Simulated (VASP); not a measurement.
# TiB2 (Fmm2) in VASP: further runs

Runs on TiB2. Level: PBE. Tasks: single point.

All numbers are computed with VASP 6.6.1; they aren't measurements. Logs are shortened: lines on timing, memory, paths and dates and some standing lists are left out, and cuts for length are marked.

**1. The cell of the first run**

The structure is orthorhombic, space group Fmm2 (No. 42). Conventional cell: a = 3.032 Å, b = 5.252 Å, c = 18.841 Å, α = 90.00°, β = 90.00°, γ = 90.00°. Ti (site symmetry mm2) has 2 B at 1.62 Å within 2.2 Å. Ti (site symmetry mm2) has 12 B at 2.38 Å and 9 Ti at 3.03 to 3.34 Å within 3.4 Å. Within 3.3 Å of Ti (site symmetry mm2) lie 12 B at 2.38 Å and 8 Ti at 3.03 to 3.22 Å. Within 2.2 Å of B (site symmetry m) lie 1 Ti at 1.62 Å and 3 B at 1.75 Å. Within 2.4 Å of B (site symmetry m) lie 3 B at 1.75 Å and 6 Ti at 2.38 Å. Within 2.4 Å of B (site symmetry m) lie 3 B at 1.75 Å and 6 Ti at 2.38 Å.

**2. Single point, PBE (the part above a cut slid along it)**

Input file INCAR:

```
PREC     = Accurate       # precision mode
ENCUT    = 520            # plane-wave cutoff, eV
EDIFF    = 1E-6           # SCF threshold, eV
ISMEAR   = 0              # smearing method
SIGMA    = 0.15           # smearing width, eV
LREAL    = False          # projectors in reciprocal space
LASPH    = True           # aspherical terms in the spheres
NELM     = 60             # most SCF steps
ALGO     = Fast           # electronic algorithm
ISIF     = 2              # what is computed and relaxed
LWAVE    = False          # write WAVECAR
LCHARG   = True           # write CHGCAR
GGA      = PE             # functional
LELF     = True           # ELF
LVHAR    = True         
ISYM     = 0            
NBANDS   = 37             # bands
```

Input file KPOINTS:

```
regular mesh
0
Gamma
  15 15 4
```

Input file POSCAR:

```
TiB2
1.0
   -1.5160209380     -2.6258252899      0.0000000000
    1.5160209380     -2.6258252899      0.0000000000
   -0.7580104690     -1.3129126450      9.4202647790
Ti B
3 6
Direct
   -0.4704882728      0.0000000000      0.9409765455
   -0.1283087620      0.0000000000      0.2566175241
   -0.2993985174      0.0000000000      0.5987970348
    0.6239027823      0.6666666667      0.0855277687
    0.4528130269      0.6666666667      0.4277072794
    0.2817232716      0.6666666667      0.7698867902
    0.2905694490      0.3333333333      0.0855277687
    0.1194796936      0.3333333333      0.4277072794
   -0.0516100617      0.3333333333      0.7698867902
```

Potentials or basis: VASP PAW PBE potentials, release 64 (Ti_sv, B).

Started as:

```console
cat potpaw_PBE.64/Ti_sv/POTCAR potpaw_PBE.64/B/POTCAR > POTCAR
mpirun -np 1 vasp_std > vasp.out
```

OUTCAR:

```text
PREC = Accurate
   ENCUT = 520
   EDIFF = 1E-6
   ISMEAR = 0
   LREAL = False
   LASPH = True
   NELM = 60
   ISIF = 2
   GGA = PE
   ISYM = 0

 ion  position               nearest neighbor table
   1  0.530  0.000  0.941-   4 1.62   7 1.62   6 2.38   9 2.38   6 2.38   9 2.38   9 2.38   6 2.38

   2  0.872  0.000  0.257-   8 2.38   5 2.38   8 2.38   5 2.38   5 2.38   8 2.38   7 2.38   4 2.38
                             4 2.38   4 2.38   7 2.38   7 2.38
   3  0.701  0.000  0.599-   6 2.38   8 2.38   5 2.38   9 2.38   9 2.38   5 2.38   9 2.38   5 2.38
                             8 2.38   6 2.38   8 2.38   6 2.38
   4  0.624  0.667  0.086-   1 1.62   7 1.75   7 1.75   7 1.75   2 2.38   2 2.38   2 2.38
   5  0.453  0.667  0.428-   8 1.75   8 1.75   8 1.75   2 2.38   2 2.38   2 2.38   3 2.38   3 2.38
                             3 2.38
   6  0.282  0.667  0.770-   9 1.75   9 1.75   9 1.75   1 2.38   1 2.38   1 2.38   3 2.38   3 2.38
                             3 2.38
   7  0.291  0.333  0.086-   1 1.62   4 1.75   4 1.75   4 1.75   2 2.38   2 2.38   2 2.38
   8  0.119  0.333  0.428-   5 1.75   5 1.75   5 1.75   2 2.38   2 2.38   2 2.38   3 2.38   3 2.38
                             3 2.38
   9  0.948  0.333  0.770-   6 1.75   6 1.75   6 1.75   1 2.38   1 2.38   1 2.38   3 2.38   3 2.38
                             3 2.38

IMPORTANT INFORMATION: All symmetrisations will be switched off!
NOSYMM: (Re-)initialisation of all symmetry stuff for point group C_1.

----------------------------------------------------------------------------------------

                                     Primitive cell

  volume of cell :      75.0005

  direct lattice vectors                    reciprocal lattice vectors
    -1.516020938 -2.625825290  0.000000000    -0.329810748 -0.190416324 -0.053077064
     1.516020938 -2.625825290  0.000000000     0.329810748 -0.190416324 -0.000000000
    -0.758010469 -1.312912645  9.420264779     0.000000000  0.000000000  0.106154129

  length of vectors
     3.032041876  3.032041876  9.541473051     0.384513564  0.380832649  0.106154129

  position of ions in fractional coordinates (direct lattice)
     0.529511727  1.000000000  0.940976545
     0.871691238  1.000000000  0.256617524
     0.700601483  1.000000000  0.598797035
     0.623902782  0.666666667  0.085527769
     0.452813027  0.666666667  0.427707279
     0.281723272  0.666666667  0.769886790
     0.290569449  0.333333333  0.085527769
     0.119479694  0.333333333  0.427707279
     0.948389938  0.333333333  0.769886790

  ion indices of the primitive-cell ions
   primitive index   ion index
                 1           1
                 2           2
                 3           3
                 4           4
                 5           5
                 6           6
                 7           7
                 8           8
                 9           9

----------------------------------------------------------------------------------------

 KPOINTS: regular mesh

Automatic generation of k-mesh.
 Grid dimensions read from file:
 generate k-points for:   15   15    4

 Generating k-lattice:

  Cartesian coordinates                     Fractional coordinates (reciprocal lattice)
    -0.021987383 -0.012694422 -0.003538471     0.066666667  0.000000000  0.000000000
     0.021987383 -0.012694422 -0.000000000     0.000000000  0.066666667  0.000000000
     0.000000000  0.000000000  0.026538532     0.000000000  0.000000000  0.250000000

  Length of vectors
     0.025634238  0.025388843  0.026538532

  Shift w.r.t. Gamma in fractional coordinates (k-lattice)
     0.000000000  0.000000000  0.000000000

 -----------------------------------------------------------------------------
|                                                                             |
|           W    W    AA    RRRRR   N    N  II  N    N   GGGG   !!!           |
|           W    W   A  A   R    R  NN   N  II  NN   N  G    G  !!!           |
|           W    W  A    A  R    R  N N  N  II  N N  N  G       !!!           |
|           W WW W  AAAAAA  RRRRR   N  N N  II  N  N N  G  GGG   !            |
|           WW  WW  A    A  R   R   N   NN  II  N   NN  G    G                |
|           W    W  A    A  R    R  N    N  II  N    N   GGGG   !!!           |
|                                                                             |
|     Your reciprocal lattice and k-lattice belong to different lattice       |
|     classes:                                                                |
|                                                                             |
|        The reciprocal lattice is body-centered orthorhombic,                |
|        whereas your k-lattice is base-centered monoclinic.                  |
|                                                                             |
|     Results are often still useful ...                                      |
|                                                                             |
 -----------------------------------------------------------------------------

 WARNING: IBZKPT: internal override: KBLOWUP is changed to .FALSE.
      ... skipping the blow-up phase ...

 Subroutine IBZKPT returns following result:
 ===========================================

 Found    451 irreducible k-points:

 Following reciprocal coordinates:
            Coordinates               Weight
  0.000000  0.000000  0.000000      1.000000
  0.066667  0.000000  0.000000      2.000000
  0.133333 -0.000000 -0.000000      2.000000
  0.200000 -0.000000 -0.000000      2.000000
  0.266667 -0.000000 -0.000000      2.000000
  0.333333  0.000000 -0.000000      2.000000
[... 16 lines left out ...]
 -0.066667  0.066667  0.000000      2.000000
 -0.000000  0.133333  0.000000      2.000000
 [... further k-points ...]
   k-points           NKPTS =    451   k-points in BZ     NKDIM =    451   number of bands    NBANDS=     37
   number of dos      NEDOS =    301   number of ions     NIONS =      9
   total plane-waves  NPLWV =  41472
   dimension x,y,z NGX =    24 NGY =   24 NGZ =   72
   dimension x,y,z NGXF=    48 NGYF=   48 NGZF=  144
   ions per type =               3   6
   NGX,Y,Z   is equivalent  to a cutoff of  13.16, 13.16, 12.54 a.u.
   NGXF,Y,Z  is equivalent  to a cutoff of  26.32, 26.32, 25.09 a.u.
 SYSTEM =  unknown system
   PREC   = accura    normal or accurate (medium, high low for compatibility)
   ISTART =      0    job   : 0-new  1-cont  2-samecut
   ICHARG =      2    charge: 1-file 2-atom 10-const
   ISPIN  =      1    spin polarized calculation?
   LNONCOLLINEAR =      F non collinear calculations
   LSORBIT =      F    spin-orbit coupling
   LASPH  =      T    aspherical Exc in radial PAW
   ENCUT  =  520.0 eV  38.22 Ry    6.18 a.u.   5.64  5.64 17.74*2*pi/ulx,y,z
   NELM   =     60;   NELMIN=  2; NELMDL= -5     # of ELM steps
   EDIFF  = 0.1E-05   stopping-criterion for ELM
   LREAL  =      F    real-space projection
   EDIFFG = 0.1E-04   stopping-criterion for IOM
   NSW    =      0    number of steps for IOM
   IBRION =     -1    ionic relax: 0-MD 1-quasi-New 2-CG
   NFREE  =      0    steps in history (QN), initial steepest desc. (CG)
   ISIF   =      2    stress and relaxation
   ISYM   =      0    0-nonsym 1-usesym 2-fastsym
   POTIM  = 0.5000    time-step for ionic-motion
   TEBEG  =    0.0;   TEEND  =   0.0 temperature during run
   PSTRESS=    0.0 pullay stress
   NELECT =      54.0000    total number of electrons
   NUPDOWN=      -1.0000    fix difference up-down
   EMIN   =  10.00;   EMAX   =-10.00  energy-range for DOS
   EFERMI =   0.00;   METHOD = LEGACY
   ISMEAR =     0;   SIGMA  =   0.15  broadening in eV -4-tet -1-fermi 0-gaus
   EFERMI_NEDOS =   21; number of points for ismear=-14 and -15
   IALGO  =     68    algorithm
   IMIX   =      4    mixing-type and parameters
     AMIX     =   0.40;   BMIX     =  1.00
     AMIX_MAG =   1.60;   BMIX_MAG =  1.00
  volume/ion in A,a.u.               =       8.33        56.24
  Fermi-wavevector in a.u.,A,eV,Ry     =   1.467297  2.772789 29.292807  2.152961
  Thomas-Fermi vector in A             =   2.582932
   LORBIT       =      0    0 simple, 1 ext, 2 COOP (PROOUT), +10 PAW based schemes
   GGA     = PE    functional components
   LHFCALC =     F    Hartree Fock is set to
   AEXX    =    0.0000 exact exchange contribution
   IVDW    =     0    specifies the selected vdW correction
   LEPSILON=     F    determine dielectric tensor
   LRPA    =     F    only Hartree local field effects (RPA)
 non-spin polarized calculation
 RMM-DIIS sequential band-by-band and
 Gauss-broadening in eV      SIGMA  =   0.15
  energy-cutoff  :      520.00
  volume of cell :       75.00
 maximum number of plane-waves:      2044
   NGX = 11   NGY = 11   NGZ = 35

 number of electron      54.0000000 magnetization

 Free energy of the ion-electron system (eV)
  ---------------------------------------------------
  ext. energy  EPLUGINS =         0.00000000
  ---------------------------------------------------
  free energy    TOTEN  =       -65.02349046 eV

  energy without entropy =      -65.01259934  energy(sigma->0) =      -65.01804490

 E-fermi :  10.1725     XC(G=0): -12.8179

 val. band max:       10.1705445302   @ k =  -0.0667   0.0667   0.5000
 cond. band min:      10.1728034024   @ k =   0.1333   0.0667   0.2500
 fundamental gap:      0.0022588722
 Fermi energy:        10.1724964192

 k-point     1 :       0.0000    0.0000    0.0000
  band No.  band energies     occupation
      1     -46.7753      2.00000
      2     -46.7067      2.00000
      3     -45.7909      2.00000
      4     -23.2719      2.00000
      5     -23.1472      2.00000
      6     -22.8229      2.00000
[... 29 lines left out ...]
     36      13.0870      0.00000
     37      15.9805      0.00000

 k-point     2 :       0.0667    0.0000    0.0000
  band No.  band energies     occupation
      1     -46.7730      2.00000
      2     -46.7044      2.00000
      3     -45.7884      2.00000
      4     -23.2682      2.00000
      5     -23.1435      2.00000
      6     -22.8396      2.00000
[... 29 lines left out ...]
     36      13.0611      0.00000
     37      13.1874      0.00000

 k-point     3 :       0.1333   -0.0000   -0.0000
  band No.  band energies     occupation
      1     -46.7664      2.00000
      2     -46.6979      2.00000
      3     -45.7813      2.00000
      4     -23.2575      2.00000
      5     -23.1330      2.00000
      6     -22.8892      2.00000
[... 29 lines left out ...]
     36      12.8645      0.00000
     37      14.4333      0.00000

 k-point     4 :       0.2000   -0.0000   -0.0000
  band No.  band energies     occupation
      1     -46.7567      2.00000
      2     -46.6883      2.00000
      3     -45.7709      2.00000
      4     -23.2417      2.00000
      5     -23.1176      2.00000
      6     -22.9616      2.00000
[... 29 lines left out ...]
     36      13.1575      0.00000
     37      13.5447      0.00000
[... 683 lines left out ...]
      1     -46.7604      2.00000
      2     -46.6919      2.00000
      3     -45.7745      2.00000
      4     -23.2479      2.00000
      5     -23.1242      2.00000
      6     -22.9278      2.00000
[... 29 lines left out ...]
     36      13.0658      0.00000
     37      13.3416      0.00000

 k-point    23 :      -0.0667    0.0667    0.0000
  band No.  band energies     occupation
      1     -46.7685      2.00000
      2     -46.7000      2.00000
      3     -45.7834      2.00000
      4     -23.2611      2.00000
      5     -23.1369      2.00000
      6     -22.8663      2.00000
[... 29 lines left out ...]
     36      13.0915      0.00000
     37      13.3139      0.00000

 k-point    24 :      -0.0000    0.1333    0.0000
  band No.  band energies     occupation
      1     -46.7664      2.00000
      2     -46.6979      2.00000
      3     -45.7809      2.00000
      4     -23.2578      2.00000
      5     -23.1341      2.00000
      6     -22.8793      2.00000
[... 29 lines left out ...]
     36      13.2084      0.00000
     37      14.1248      0.00000

 [... further k-points ...]

------------------------ aborting loop because EDIFF is reached ----------------------------------------

  FORCE on cell =-STRESS in cart. coord.  units (eV):
  Direction    XX          YY          ZZ          XY          YZ          ZX
  --------------------------------------------------------------------------------------
  -------------------------------------------------------------------------------------
  Total        8.9795671      4.7056075     33.7477724     -3.7013024     -0.0015710     -0.0009169
  in kB      191.8235174    100.5222382    720.9274507    -79.0680488     -0.0335594     -0.0195862
  external PRESSURE =     337.7577354 kB  Pullay stress =       0.0000000 kB

 VOLUME and BASIS-vectors are now :
 -----------------------------------------------------------------------------
  energy-cutoff  :      520.00
  volume of cell :       75.00
      direct lattice vectors                 reciprocal lattice vectors
    -1.516020938 -2.625825290  0.000000000    -0.329810748 -0.190416324 -0.053077064
     1.516020938 -2.625825290  0.000000000     0.329810748 -0.190416324 -0.000000000
    -0.758010469 -1.312912645  9.420264779     0.000000000  0.000000000  0.106154129

 POSITION                                       TOTAL-FORCE (eV/Angst)
 -----------------------------------------------------------------------------------
     -1.51602     -2.62583      8.86425        -0.000450     -0.000776    -22.401648
     -1.51602     -2.62583      2.41741        -0.000347     -0.000578      0.444085
     -1.51602     -2.62583      5.64083         0.000285      0.000502      0.039821
      0.00000     -3.50110      0.80569        -6.882789      3.974568     11.398961
      0.00000     -3.50110      4.02912        -0.056709      0.032746     -0.006506
      0.00000     -3.50110      7.25254        -0.034659      0.019787     -0.433599
     -0.00000     -1.75055      0.80569         6.883480     -3.973380     11.398979
     -0.00000     -1.75055      4.02912         0.056722     -0.032729     -0.006503
     -1.51602     -4.37638      7.25254         0.034467     -0.020140     -0.433591
 -----------------------------------------------------------------------------------
    total drift:                               -0.000135     -0.000248      0.000209

  FREE ENERGIE OF THE ION-ELECTRON SYSTEM (eV)
  ---------------------------------------------------
  free  energy   TOTEN  =       -65.0234904645 eV

  energy  without entropy=      -65.0125993415  energy(sigma->0) =      -65.01804490
```

Run time: 1.9 h. Hardware: 1 thread of Oxide Virtual Turin-like, shared host; peak memory 0.9 GiB.

Results:

* Free energy: -65.0235 eV
* Pressure: 33.8 GPa
* Largest force: 22.402 eV/Å
* Band gap on the k mesh: zero (bands 27 and 28 overlap by 0.38 eV)

Forces in eV/Å, atoms in the order of the input:
```
Ti    0.000  -0.001 -22.402
Ti    0.000  -0.001   0.444
Ti    0.000   0.001   0.040
B    -6.883   3.975  11.399
B    -0.057   0.033  -0.007
B    -0.035   0.020  -0.434
B     6.883  -3.973  11.399
B     0.057  -0.033  -0.007
B     0.034  -0.020  -0.434
```

Caveat: the cell differs from its parent crystal (the part above a cut slid along it); atoms lie so close that the PAW spheres overlap strongly, which falsifies energies and pressures; the stress differs along the axes, from 10 to 72 GPa; forces of over 1 eV/Å act on the atoms, so gaps and moduli don't describe the material at rest.

**3. Single point, PBE (the part above a cut slid along it)**

Input file INCAR:

```
PREC = Accurate
ENCUT = 520
EDIFF = 1E-6
ISMEAR = 0
SIGMA = 0.15
LREAL = False
LASPH = True
NELM = 80
ALGO = Fast
ISIF = 2
LWAVE = False
LCHARG = False
GGA = PE
NBANDS = 37
ISYM = 0
```

Input file KPOINTS:

```
Automatic mesh
0
Gamma
  15 15 4
```

Input file POSCAR:

```
TiB2
1.0
   -1.5160209380     -2.6258252899      0.0000000000
    1.5160209380     -2.6258252899      0.0000000000
   -0.7580104690     -1.3129126450     11.1702647790
Ti B
3 6
Direct
   -0.3967787866      0.0000000000      0.7935575732
   -0.1082071496      0.0000000000      0.2164142992
   -0.2524929681      0.0000000000      0.5049859362
    0.6306024263      0.6666666667      0.0721284807
    0.4863166078      0.6666666667      0.3607001177
    0.3420307893      0.6666666667      0.6492717547
    0.2972690930      0.3333333333      0.0721284807
    0.1529832745      0.3333333333      0.3607001177
    0.0086974560      0.3333333333      0.6492717547
```

Potentials or basis: VASP PAW PBE potentials, release 64 (Ti_sv, B).

Started as:

```console
cat potpaw_PBE.64/Ti_sv/POTCAR potpaw_PBE.64/B/POTCAR > POTCAR
mpirun -np 1 vasp_std > vasp.out
```

Wall time 2.5 h (1 thread of Oxide Virtual Turin-like, shared host); peak memory 1.1 GiB.

It converged, with:

```
Free energy            : -70.1734 eV
Pressure               : -5.0 GPa
Largest force          : 0.832 eV/Å
Band gap on the k mesh : zero (bands 27 and 28 overlap by 0.59 eV)
```

Forces in eV/Å, atoms in the order of the input:
```
Ti   0.000  0.000  0.580
Ti   0.000  0.000 -0.832
Ti   0.000  0.000  0.029
B    0.137 -0.079 -0.270
B   -0.009  0.005 -0.003
B   -0.009  0.005  0.385
B   -0.137  0.079 -0.270
B    0.009 -0.005 -0.003
B    0.009 -0.005  0.385
```

Stress tensor (GPa, compression positive):
```
 -1.88   0.76   0.00
  0.76  -1.00   0.00
  0.00   0.00 -12.13
```

Levels at points of the mesh, in eV from the Fermi level:
```
           k point  band 23  band 24  band 25  band 26  band 27  band 28  band 29  band 30  band 31  band 32
(0.00, 0.00, 0.00)    -1.44    -0.10    -0.06     0.24     0.26     0.27     1.08     1.09     1.11     1.13
(0.00, 0.00, 0.50)    -1.24    -0.11    -0.08     0.08     0.26     0.27     1.07     1.09     1.10     1.16
```

Caveat: the cell differs from its parent crystal (the part above a cut slid along it); the stress differs along the axes, from -12 to -1 GPa.
